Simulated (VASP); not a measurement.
# Mg2Cl (Pnnm) in VASP: a series of runs

Runs on Mg2Cl. Level: PBE. Tasks: single point.

Program: VASP 6.6.1. These are calculated values, not measurements. Logs are shortened: lines on timing, memory, paths and dates and some standing lists are left out, and cuts for length are marked.

**1. The cell of the first run**

The structure is orthorhombic, space group Pnnm (No. 58). The conventional cell has a = 5.613 Å, b = 8.199 Å, c = 3.316 Å, α = 90.00°, β = 90.00°, γ = 90.00°. Within 3.7 Å of Mg (site symmetry m) lie 3 Cl at 2.76 to 3.04 Å and 7 Mg at 3.13 to 3.65 Å. Cl (site symmetry 2/m) has 6 Mg at 2.76 to 3.04 Å and 2 Cl at 3.32 Å within 3.6 Å.

**2. Single point, PBE**

Contents of INCAR:

```
ALGO = Normal
EDIFF = 1E-6
ENCUT = 520
GGA = PE
ISIF = 2
ISMEAR = 0
LASPH = T
LCHARG = F
LREAL = F
LWAVE = F
NBANDS = 20
NELM = 80
PREC = Accurate
SIGMA = 0.1
```

Contents of KPOINTS:

```
k-points
0
Gamma
  4 2 6
```

Contents of POSCAR:

```
Mg2Cl
1.0
    5.6133983747      0.0000000000      0.0000000000
    0.0000000000      8.1993220969      0.0000000000
    0.0000000000      0.0000000000      3.3164688640
Mg Cl
4 2
Direct
    0.3257822792      0.8506492804      0.5000000000
    0.8257822792      0.6493507196      0.0000000000
    0.6742177208      0.1493507196      0.5000000000
    0.1742177208      0.3506492804      0.0000000000
    0.5000000000      0.5000000000      0.5000000000
    0.0000000000      0.0000000000      0.0000000000
```

Potentials or basis: VASP PAW PBE potentials, release 64 (Mg, Cl).

Started as:

```sh
cat potpaw_PBE.64/Mg/POTCAR potpaw_PBE.64/Cl/POTCAR > POTCAR
mpirun -np 1 vasp_std > vasp.out
```

OUTCAR:

```text
EDIFF = 1E-6
   ENCUT = 520
   GGA = PE
   ISIF = 2
   ISMEAR = 0
   LASPH = T
   LREAL = F
   NELM = 80
   PREC = Accurate

 ion  position               nearest neighbor table
   1  0.326  0.851  0.500-   6 2.76   6 2.76   5 3.04   3 3.13   2 3.65   2 3.65   2 3.65   2 3.65

   2  0.826  0.649  0.000-   5 2.76   5 2.76   6 3.04   4 3.13   1 3.65   1 3.65   1 3.65   1 3.65

   3  0.674  0.149  0.500-   6 2.76   6 2.76   5 3.04   1 3.13   4 3.65   4 3.65   4 3.65   4 3.65

   4  0.174  0.351  0.000-   5 2.76   5 2.76   6 3.04   2 3.13   3 3.65   3 3.65   3 3.65   3 3.65

   5  0.500  0.500  0.500-   2 2.76   4 2.76   2 2.76   4 2.76   3 3.04   1 3.04
   6  0.000  0.000  0.000-   1 2.76   3 2.76   1 2.76   3 2.76   2 3.04   4 3.04

  LATTYP: Found a simple orthorhombic cell.
 ALAT       =     3.3164688640
 B/A-ratio  =     1.6925828660
 C/A-ratio  =     2.4723048619

  Lattice vectors:

 A1 = (   0.0000000000,   0.0000000000,   3.3164688640)
 A2 = (   5.6133983747,   0.0000000000,   0.0000000000)
 A3 = (   0.0000000000,   8.1993220969,   0.0000000000)

Analysis of symmetry for initial positions (statically):
=====================================================================
 Subroutine PRICEL returns:
 Original cell was already a primitive cell.

 Routine SETGRP: Setting up the symmetry group for a
 simple orthorhombic supercell.

 Subroutine GETGRP returns: Found  8 space group operations
 (whereof  4 operations were pure point group operations)
 out of a pool of  8 trial point group operations.

The static configuration has the point symmetry C_2h.
 The point group associated with its full space group is D_2h.

Analysis of symmetry for dynamics (positions and initial velocities):
=====================================================================
 Subroutine PRICEL returns:
 Original cell was already a primitive cell.

 Routine SETGRP: Setting up the symmetry group for a
 simple orthorhombic supercell.

 Subroutine GETGRP returns: Found  8 space group operations
 (whereof  4 operations were pure point group operations)
 out of a pool of  8 trial point group operations.

The dynamic configuration has the point symmetry C_2h.
 The point group associated with its full space group is D_2h.

 Subroutine INISYM returns: Found  8 space group operations
 (whereof  4 operations are pure point group operations),
 and found     1 'primitive' translations

----------------------------------------------------------------------------------------

                                     Primitive cell

  volume of cell :     152.6440

  direct lattice vectors                    reciprocal lattice vectors
     5.613398375  0.000000000  0.000000000     0.178145204  0.000000000  0.000000000
     0.000000000  8.199322097  0.000000000     0.000000000  0.121961302  0.000000000
     0.000000000  0.000000000  3.316468864     0.000000000  0.000000000  0.301525520

  length of vectors
     5.613398375  8.199322097  3.316468864     0.178145204  0.121961302  0.301525520

  position of ions in fractional coordinates (direct lattice)
     0.325782279  0.850649280  0.500000000
     0.825782279  0.649350720  0.000000000
     0.674217721  0.149350720  0.500000000
     0.174217721  0.350649280  0.000000000
     0.500000000  0.500000000  0.500000000
     0.000000000  0.000000000  0.000000000

  ion indices of the primitive-cell ions
   primitive index   ion index
                 1           1
                 2           2
                 3           3
                 4           4
                 5           5
                 6           6

----------------------------------------------------------------------------------------

 KPOINTS: k-points

Automatic generation of k-mesh.
 Grid dimensions read from file:
 generate k-points for:    4    2    6

 Generating k-lattice:

  Cartesian coordinates                     Fractional coordinates (reciprocal lattice)
     0.044536301  0.000000000  0.000000000     0.250000000  0.000000000  0.000000000
     0.000000000  0.060980651  0.000000000     0.000000000  0.500000000  0.000000000
     0.000000000  0.000000000  0.050254253     0.000000000  0.000000000  0.166666667

  Length of vectors
     0.044536301  0.060980651  0.050254253

  Shift w.r.t. Gamma in fractional coordinates (k-lattice)
     0.000000000  0.000000000  0.000000000

 Subroutine IBZKPT returns following result:
 ===========================================

 Found     24 irreducible k-points:

 Following reciprocal coordinates:
            Coordinates               Weight
  0.000000  0.000000  0.000000      1.000000
  0.250000  0.000000  0.000000      2.000000
  0.500000  0.000000  0.000000      1.000000
  0.000000  0.500000  0.000000      1.000000
  0.250000  0.500000  0.000000      2.000000
  0.500000  0.500000  0.000000      1.000000
[... 16 lines left out ...]
  0.250000  0.500000  0.500000      2.000000
  0.500000  0.500000  0.500000      1.000000
   k-points           NKPTS =     24   k-points in BZ     NKDIM =     24   number of bands    NBANDS=     20
   number of dos      NEDOS =    301   number of ions     NIONS =      6
   total plane-waves  NPLWV =  75264
   dimension x,y,z NGX =    42 NGY =   64 NGZ =   28
   dimension x,y,z NGXF=    84 NGYF=  128 NGZF=   56
   ions per type =               4   2
   NGX,Y,Z   is equivalent  to a cutoff of  12.44, 12.98, 14.04 a.u.
   NGXF,Y,Z  is equivalent  to a cutoff of  24.88, 25.95, 28.07 a.u.
 SYSTEM =  unknown system
   PREC   = accura    normal or accurate (medium, high low for compatibility)
   ISTART =      0    job   : 0-new  1-cont  2-samecut
   ICHARG =      2    charge: 1-file 2-atom 10-const
   ISPIN  =      1    spin polarized calculation?
   LNONCOLLINEAR =      F non collinear calculations
   LSORBIT =      F    spin-orbit coupling
   LASPH  =      T    aspherical Exc in radial PAW
   ENCUT  =  520.0 eV  38.22 Ry    6.18 a.u.  10.44 15.25  6.17*2*pi/ulx,y,z
   NELM   =     80;   NELMIN=  2; NELMDL= -5     # of ELM steps
   EDIFF  = 0.1E-05   stopping-criterion for ELM
   LREAL  =      F    real-space projection
   EDIFFG = 0.1E-04   stopping-criterion for IOM
   NSW    =      0    number of steps for IOM
   IBRION =     -1    ionic relax: 0-MD 1-quasi-New 2-CG
   NFREE  =      0    steps in history (QN), initial steepest desc. (CG)
   ISIF   =      2    stress and relaxation
   ISYM   =      2    0-nonsym 1-usesym 2-fastsym
   POTIM  = 0.5000    time-step for ionic-motion
   TEBEG  =    0.0;   TEEND  =   0.0 temperature during run
   PSTRESS=    0.0 pullay stress
   NELECT =      22.0000    total number of electrons
   NUPDOWN=      -1.0000    fix difference up-down
   EMIN   =  10.00;   EMAX   =-10.00  energy-range for DOS
   EFERMI =   0.00;   METHOD = LEGACY
   ISMEAR =     0;   SIGMA  =   0.10  broadening in eV -4-tet -1-fermi 0-gaus
   EFERMI_NEDOS =   21; number of points for ismear=-14 and -15
   IALGO  =     38    algorithm
   IMIX   =      4    mixing-type and parameters
     AMIX     =   0.40;   BMIX     =  1.00
     AMIX_MAG =   1.60;   BMIX_MAG =  1.00
  volume/ion in A,a.u.               =      25.44       171.68
  Fermi-wavevector in a.u.,A,eV,Ry     =   0.858333  1.622014 10.023896  0.736736
  Thomas-Fermi vector in A             =   1.975522
   LORBIT       =      0    0 simple, 1 ext, 2 COOP (PROOUT), +10 PAW based schemes
   GGA     = PE    functional components
   LHFCALC =     F    Hartree Fock is set to
   AEXX    =    0.0000 exact exchange contribution
   IVDW    =     0    specifies the selected vdW correction
   LEPSILON=     F    determine dielectric tensor
   LRPA    =     F    only Hartree local field effects (RPA)
 non-spin polarized calculation
 Gauss-broadening in eV      SIGMA  =   0.10
  energy-cutoff  :      520.00
  volume of cell :      152.64
 maximum number of plane-waves:      4136
 NGX is ok and might be reduce to    42
   NGX = 21   NGY = 31   NGZ = 13

 number of electron      22.0000001 magnetization

 Free energy of the ion-electron system (eV)
  ---------------------------------------------------
  ext. energy  EPLUGINS =         0.00000000
  ---------------------------------------------------
  free energy    TOTEN  =       -11.84076946 eV

  energy without entropy =      -11.82896242  energy(sigma->0) =      -11.83486594

 E-fermi :   2.7403     XC(G=0):  -8.2373

 val. band max:        2.5915186504   @ k =   0.0000   0.5000   0.1667
 cond. band min:       2.7731886238   @ k =   0.2500   0.0000   0.3333
 fundamental gap:      0.1816699735
 Fermi energy:         2.7403410307

 k-point     1 :       0.0000    0.0000    0.0000
  band No.  band energies     occupation
      1     -14.1527      2.00000
      2     -14.1054      2.00000
      3      -3.8940      2.00000
      4      -3.3765      2.00000
      5      -2.6625      2.00000
      6      -2.4960      2.00000
[... 12 lines left out ...]
     19       8.7544      0.00000
     20       8.9666      0.00000

 k-point     2 :       0.2500    0.0000    0.0000
  band No.  band energies     occupation
      1     -14.1424      2.00000
      2     -14.1089      2.00000
      3      -3.8394      2.00000
      4      -3.5705      2.00000
      5      -2.9749      2.00000
      6      -2.6551      2.00000
[... 12 lines left out ...]
     19       8.8436      0.00000
     20       9.3697      0.00000
[... 465 lines left out ...]
      3      -3.7295      2.00000
      4      -3.7295      2.00000
      5      -2.7252      2.00000
      6      -2.7252      2.00000
[... 12 lines left out ...]
     19       7.1710      0.00000
     20       7.1710      0.00000

 k-point    24 :       0.5000    0.5000    0.5000
  band No.  band energies     occupation
      1     -13.6650      2.00000
      2     -13.6650      2.00000
      3      -3.6883      2.00000
      4      -3.6883      2.00000
      5      -2.7753      2.00000
      6      -2.7753      2.00000
[... 12 lines left out ...]
     19       8.3551      0.00000
     20       8.3564      0.00000

------------------------ aborting loop because EDIFF is reached ----------------------------------------

  FORCE on cell =-STRESS in cart. coord.  units (eV):
  Direction    XX          YY          ZZ          XY          YZ          ZX
  --------------------------------------------------------------------------------------
  -------------------------------------------------------------------------------------
  Total       -0.1583375      0.1099569     -0.3001408     -0.0000000      0.0000000      0.0000000
  in kB       -1.6619376      1.1541263     -3.1503283     -0.0000000      0.0000000      0.0000000
  external PRESSURE =      -1.2193799 kB  Pullay stress =       0.0000000 kB

 VOLUME and BASIS-vectors are now :
 -----------------------------------------------------------------------------
  energy-cutoff  :      520.00
  volume of cell :      152.64
      direct lattice vectors                 reciprocal lattice vectors
     5.613398375  0.000000000  0.000000000     0.178145204  0.000000000  0.000000000
     0.000000000  8.199322097  0.000000000     0.000000000  0.121961302  0.000000000
     0.000000000  0.000000000  3.316468864     0.000000000  0.000000000  0.301525520

 POSITION                                       TOTAL-FORCE (eV/Angst)
 -----------------------------------------------------------------------------------
      1.82875      6.97475      1.65823        -0.020850      0.022679      0.000000
      4.63544      5.32424      0.00000        -0.020850     -0.022679      0.000000
      3.78465      1.22457      1.65823         0.020850     -0.022679      0.000000
      0.97795      2.87509      0.00000         0.020850      0.022679      0.000000
      2.80670      4.09966      1.65823         0.000000     -0.000000      0.000000
      0.00000      0.00000      0.00000         0.000000     -0.000000      0.000000
 -----------------------------------------------------------------------------------
    total drift:                               -0.000000     -0.000000     -0.000000

  FREE ENERGIE OF THE ION-ELECTRON SYSTEM (eV)
  ---------------------------------------------------
  free  energy   TOTEN  =       -11.8407694559 eV

  energy  without entropy=      -11.8289624225  energy(sigma->0) =      -11.83486594
```

Run time: 41 s. Hardware: 1 thread of Intel Xeon 6975P-C (Granite Rapids), shared host; peak memory 0.27 GiB.

What came out:

| Item | Value |
| --- | --- |
| Free energy | -11.8408 eV |
| Pressure | -0.1 GPa |
| Largest force | 0.031 eV/Å |
| Band gap on the k mesh | zero (bands 11 and 12 overlap by 2.03 eV) |

Forces on the atoms (eV/Å):
```
Mg  -0.021  0.023  0.000
Mg  -0.021 -0.023  0.000
Mg   0.021 -0.023  0.000
Mg   0.021  0.023  0.000
Cl   0.000  0.000  0.000
Cl   0.000  0.000  0.000
```

Stress tensor (GPa, compression positive):
```
-0.17  0.00  0.00
 0.00  0.12  0.00
 0.00  0.00 -0.32
```

Caveat: the k points lie up to 0.38 Å⁻¹ apart, too coarse for converged energies and pressures of a metal.

(Part 1 of 2 ends here.)

The gap in the log of VASP goes by the Fermi energy; the results here count the filled bands.